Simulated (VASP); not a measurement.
# KBr (pbesol) (Fm-3m) in VASP: a series of runs, part 2 of 2

VASP 6.6.1. Earlier steps stand in the parts before.

### 3 Relaxation of cell and atoms, PBEsol

This run uses another cell than the first one, of 35.94 Å³/atom, 1.024 times its volume.

INCAR

```
PREC = Accurate
ENCUT = 500
EDIFF = 1E-7
ISMEAR = 0
SIGMA = 0.02
LREAL = False
LASPH = True
NELM = 120
ALGO = Normal
ISIF = 3
LWAVE = False
LCHARG = False
GGA = PS
IBRION = 2
NSW = 100
EDIFFG = -0.002
GGA_COMPAT = False
NELMIN = 4
```

KPOINTS

```
Automatic mesh
0
Gamma
  6 6 6
```

POSCAR

```
KBr
1.0
    0.0000000000      3.3000000000      3.3000000000
    3.3000000000      0.0000000000      3.3000000000
    3.3000000000      3.3000000000      0.0000000000
K Br
1 1
Direct
    0.0000000000      0.0000000000      0.0000000000
    0.5000000000      0.5000000000      0.5000000000
```

Potentials or basis: VASP PAW PBE potentials, release 64 (K_sv, Br).

Started as:

```sh
cat potpaw_PBE.64/K_sv/POTCAR potpaw_PBE.64/Br/POTCAR > POTCAR
mpirun -np 1 vasp_std > vasp.out
```

OUTCAR:

```text
PREC = Accurate
   ENCUT = 500
   EDIFF = 1E-7
   ISMEAR = 0
   LREAL = False
   LASPH = True
   NELM = 120
   ISIF = 3
   GGA = PS
   IBRION = 2
   NSW = 100
   EDIFFG = -0.002
   NELMIN = 4

 ion  position               nearest neighbor table
   1  0.000  0.000  0.000-   2 3.30   2 3.30   2 3.30   2 3.30   2 3.30   2 3.30
   2  0.500  0.500  0.500-   1 3.30   1 3.30   1 3.30   1 3.30   1 3.30   1 3.30

  LATTYP: Found a face centered cubic cell.
 ALAT       =     6.6000000000

  Lattice vectors:

 A1 = (   0.0000000000,   3.3000000000,   3.3000000000)
 A2 = (   3.3000000000,   0.0000000000,   3.3000000000)
 A3 = (   3.3000000000,   3.3000000000,   0.0000000000)

Analysis of symmetry for initial positions (statically):
=====================================================================
 Subroutine PRICEL returns:
 Original cell was already a primitive cell.

 Routine SETGRP: Setting up the symmetry group for a
 face centered cubic supercell.

 Subroutine GETGRP returns: Found 48 space group operations
 (whereof 48 operations were pure point group operations)
 out of a pool of 48 trial point group operations.

The static configuration has the point symmetry O_h .

Analysis of symmetry for dynamics (positions and initial velocities):
=====================================================================
 Subroutine PRICEL returns:
 Original cell was already a primitive cell.

 Routine SETGRP: Setting up the symmetry group for a
 face centered cubic supercell.

 Subroutine GETGRP returns: Found 48 space group operations
 (whereof 48 operations were pure point group operations)
 out of a pool of 48 trial point group operations.

The dynamic configuration has the point symmetry O_h .

 Subroutine INISYM returns: Found 48 space group operations
 (whereof 48 operations are pure point group operations),
 and found     1 'primitive' translations

----------------------------------------------------------------------------------------

                                     Primitive cell

  volume of cell :      71.8740

  direct lattice vectors                    reciprocal lattice vectors
     0.000000000  3.300000000  3.300000000    -0.151515152  0.151515152  0.151515152
     3.300000000  0.000000000  3.300000000     0.151515152 -0.151515152  0.151515152
     3.300000000  3.300000000  0.000000000     0.151515152  0.151515152 -0.151515152

  length of vectors
     4.666904756  4.666904756  4.666904756     0.262431941  0.262431941  0.262431941

  position of ions in fractional coordinates (direct lattice)
     0.000000000  0.000000000  0.000000000
     0.500000000  0.500000000  0.500000000

  ion indices of the primitive-cell ions
   primitive index   ion index
                 1           1
                 2           2

----------------------------------------------------------------------------------------

 KPOINTS: Automatic mesh

Automatic generation of k-mesh.
 Grid dimensions read from file:
 generate k-points for:    6    6    6

 Generating k-lattice:

  Cartesian coordinates                     Fractional coordinates (reciprocal lattice)
    -0.025252525  0.025252525  0.025252525     0.166666667  0.000000000  0.000000000
     0.025252525 -0.025252525  0.025252525     0.000000000  0.166666667  0.000000000
     0.025252525  0.025252525 -0.025252525     0.000000000  0.000000000  0.166666667

  Length of vectors
     0.043738657  0.043738657  0.043738657

  Shift w.r.t. Gamma in fractional coordinates (k-lattice)
     0.000000000  0.000000000  0.000000000

 Subroutine IBZKPT returns following result:
 ===========================================

 Found     16 irreducible k-points:

 Following reciprocal coordinates:
            Coordinates               Weight
  0.000000  0.000000  0.000000      1.000000
  0.166667  0.000000  0.000000      8.000000
  0.333333  0.000000  0.000000      8.000000
  0.500000  0.000000  0.000000      4.000000
  0.166667  0.166667  0.000000      6.000000
  0.333333  0.166667  0.000000     24.000000
[... 8 lines left out ...]
 -0.333333  0.333333  0.166667     24.000000
 -0.333333  0.500000  0.166667     12.000000
   k-points           NKPTS =     16   k-points in BZ     NKDIM =     16   number of bands    NBANDS=     12
   number of dos      NEDOS =    301   number of ions     NIONS =      2
   total plane-waves  NPLWV =  46656
   dimension x,y,z NGX =    36 NGY =   36 NGZ =   36
   dimension x,y,z NGXF=    72 NGYF=   72 NGZF=   72
   ions per type =               1   1
   NGX,Y,Z   is equivalent  to a cutoff of  12.82, 12.82, 12.82 a.u.
   NGXF,Y,Z  is equivalent  to a cutoff of  25.65, 25.65, 25.65 a.u.
 SYSTEM =  unknown system
   PREC   = accura    normal or accurate (medium, high low for compatibility)
   ISTART =      0    job   : 0-new  1-cont  2-samecut
   ICHARG =      2    charge: 1-file 2-atom 10-const
   ISPIN  =      1    spin polarized calculation?
   LNONCOLLINEAR =      F non collinear calculations
   LSORBIT =      F    spin-orbit coupling
   LASPH  =      T    aspherical Exc in radial PAW
   ENCUT  =  500.0 eV  36.75 Ry    6.06 a.u.   8.51  8.51  8.51*2*pi/ulx,y,z
   NELM   =    120;   NELMIN=  4; NELMDL= -5     # of ELM steps
   EDIFF  = 0.1E-06   stopping-criterion for ELM
   LREAL  =      F    real-space projection
   EDIFFG = -.2E-02   stopping-criterion for IOM
   NSW    =    100    number of steps for IOM
   IBRION =      2    ionic relax: 0-MD 1-quasi-New 2-CG
   NFREE  =      1    steps in history (QN), initial steepest desc. (CG)
   ISIF   =      3    stress and relaxation
   ISYM   =      2    0-nonsym 1-usesym 2-fastsym
   POTIM  = 0.5000    time-step for ionic-motion
   TEBEG  =    0.0;   TEEND  =   0.0 temperature during run
   PSTRESS=    0.0 pullay stress
   NELECT =      16.0000    total number of electrons
   NUPDOWN=      -1.0000    fix difference up-down
   EMIN   =  10.00;   EMAX   =-10.00  energy-range for DOS
   EFERMI =   0.00;   METHOD = LEGACY
   ISMEAR =     0;   SIGMA  =   0.02  broadening in eV -4-tet -1-fermi 0-gaus
   EFERMI_NEDOS =   21; number of points for ismear=-14 and -15
   IALGO  =     38    algorithm
   IMIX   =      4    mixing-type and parameters
     AMIX     =   0.40;   BMIX     =  1.00
     AMIX_MAG =   1.60;   BMIX_MAG =  1.00
  volume/ion in A,a.u.               =      35.94       242.51
  Fermi-wavevector in a.u.,A,eV,Ry     =   0.992181  1.874950 13.393889  0.984423
  Thomas-Fermi vector in A             =   2.123975
   LORBIT       =      0    0 simple, 1 ext, 2 COOP (PROOUT), +10 PAW based schemes
   GGA     = PS    functional components
   LHFCALC =     F    Hartree Fock is set to
   AEXX    =    0.0000 exact exchange contribution
   IVDW    =     0    specifies the selected vdW correction
   LEPSILON=     F    determine dielectric tensor
   LRPA    =     F    only Hartree local field effects (RPA)
 conjugate gradient relaxation of ions
 non-spin polarized calculation
 Gauss-broadening in eV      SIGMA  =   0.02
  energy-cutoff  :      500.00
  volume of cell :       71.87
 maximum number of plane-waves:      1853
 NGX is ok and might be reduce to    36
   NGX = 17   NGY = 17   NGZ = 17

--------------------------------------- Ionic step        1  -------------------------------------------

 number of electron      15.9999997 magnetization

 Free energy of the ion-electron system (eV)
  ---------------------------------------------------
  ext. energy  EPLUGINS =         0.00000000
  ---------------------------------------------------
  free energy    TOTEN  =        -6.45874879 eV

  energy without entropy =       -6.45874879  energy(sigma->0) =       -6.45874879

------------------------ aborting loop because EDIFF is reached ----------------------------------------

  FORCE on cell =-STRESS in cart. coord.  units (eV):
  Direction    XX          YY          ZZ          XY          YZ          ZX
  --------------------------------------------------------------------------------------
  -------------------------------------------------------------------------------------
  Total       -0.1291097     -0.1291097     -0.1291097      0.0000000     -0.0000000      0.0000000
  in kB       -2.8780461     -2.8780461     -2.8780461      0.0000000     -0.0000000      0.0000000
  external PRESSURE =      -2.8780461 kB  Pullay stress =       0.0000000 kB
[... 93 lines left out ...]
  energy  without entropy=       -6.4599992555  energy(sigma->0) =       -6.45999926

--------------------------------------- Ionic step        4  -------------------------------------------

 number of electron      15.9999999 magnetization

 Free energy of the ion-electron system (eV)
  ---------------------------------------------------
  ext. energy  EPLUGINS =         0.00000000
  ---------------------------------------------------
  free energy    TOTEN  =        -6.46002753 eV

  energy without entropy =       -6.46002753  energy(sigma->0) =       -6.46002753

 E-fermi :  -1.5773     XC(G=0):  -7.6264

 val. band max:       -1.7501746447   @ k =   0.0000   0.0000   0.0000
 cond. band min:       2.5759550490   @ k =   0.0000   0.0000   0.0000
 fundamental gap:      4.3261296937
 Fermi energy:        -1.5772825345

 k-point     1 :       0.0000    0.0000    0.0000
  band No.  band energies     occupation
      1     -29.3219      2.00000
      2     -14.0808      2.00000
      3     -12.8663      2.00000
      4     -12.8663      2.00000
      5     -12.8663      2.00000
      6      -1.7502      2.00000
      7      -1.7502      2.00000
      8      -1.7502      2.00000
      9       2.5760      0.00000
     10       5.7789      0.00000
     11       5.7789      0.00000
     12       5.7789      0.00000
[... 252 lines left out ...]
  FREE ENERGIE OF THE ION-ELECTRON SYSTEM (eV)
  ---------------------------------------------------
  free  energy   TOTEN  =        -6.4600275287 eV

  energy  without entropy=       -6.4600275287  energy(sigma->0) =       -6.46002753

 reached required accuracy - stopping structural energy minimisation
```

OSZICAR:

```text
N       E                     dE             d eps       ncg     rms          rms(c)
DAV:   1     0.947804098595E+02    0.94780E+02   -0.68088E+03   384   0.113E+03
DAV:   2    -0.477906948777E+00   -0.95258E+02   -0.89230E+02   480   0.260E+02
DAV:   3    -0.639711418873E+01   -0.59192E+01   -0.58962E+01   496   0.595E+01
[... 32 lines left out ...]
DAV:   2    -0.646014874992E+01    0.52100E-03   -0.12192E-03   500   0.324E-01    0.624E-02
DAV:   3    -0.646001744056E+01    0.13131E-03   -0.43333E-04   660   0.172E-01    0.484E-02
DAV:   4    -0.646002384077E+01   -0.64002E-05   -0.92342E-06   680   0.217E-02    0.207E-02
DAV:   5    -0.646002749412E+01   -0.36534E-05   -0.13157E-05   704   0.205E-02    0.367E-03
DAV:   6    -0.646002752866E+01   -0.34544E-07   -0.26434E-07   476   0.539E-03
   4 F= -.64600275E+01 E0= -.64600275E+01  d E =-.127874E-02
```

Run time: 69 s. Hardware: 1 thread of Intel Xeon 8259CL, shared host; peak memory 0.22 GiB.

Results:

* Free energy: -6.4600 eV
* Relaxed volume: 35.25 Å³/atom
* Relaxed cell: a = 4.637 Å, b = 4.637 Å, c = 4.637 Å, α = 60.00°, β = 60.00°, γ = 60.00°
* Space group after relaxing (to 0.05 Å): Fm-3m (No. 225)
* Energy gained by relaxing: 0.6 meV/atom
* Ionic steps: 4
* Pressure after relaxing: 0.0 GPa
* Band gap on the k mesh: 4.33 eV, direct

Step by step:
```tsv
step	energy change (eV)	largest force (eV/Å)	pressure (GPa)	volume (Å³)
1	0.0000	0.0000	-0.29	71.87
2	-0.0009	0.0000	-0.15	71.20
3	-0.0013	0.0000	-0.04	70.69
4	-0.0013	0.0000	0.00	70.50
```

Final structure:
```xyz
2
Lattice="0.0000 3.2789 3.2789 3.2789 0.0000 3.2789 3.2789 3.2789 0.0000" Properties=species:S:1:pos:R:3 pbc="T T T"
K     3.2789    3.2789    0.0000
Br    3.2789    3.2789    3.2789
```

Levels at points of the mesh, in eV from the valence-band top:
```
           k point  band 5  band 6  band 7  band 8  band 9  band 10  band 11  band 12
(0.00, 0.00, 0.00)  -11.12    0.00    0.00    0.00    4.33     7.53     7.53     7.53
(0.50, 0.00, 0.00)  -10.87   -1.25   -0.36   -0.36    6.48     8.20     9.77     9.77
(0.50, 0.50, 0.00)  -11.16   -0.85   -0.30   -0.30    5.72     7.16     9.36     9.45
```

Caveat: the PAW data sets were made with another functional, which shifts forces and pressure a little. PBEsol gaps usually lie below the measured ones, often by a third to a half.
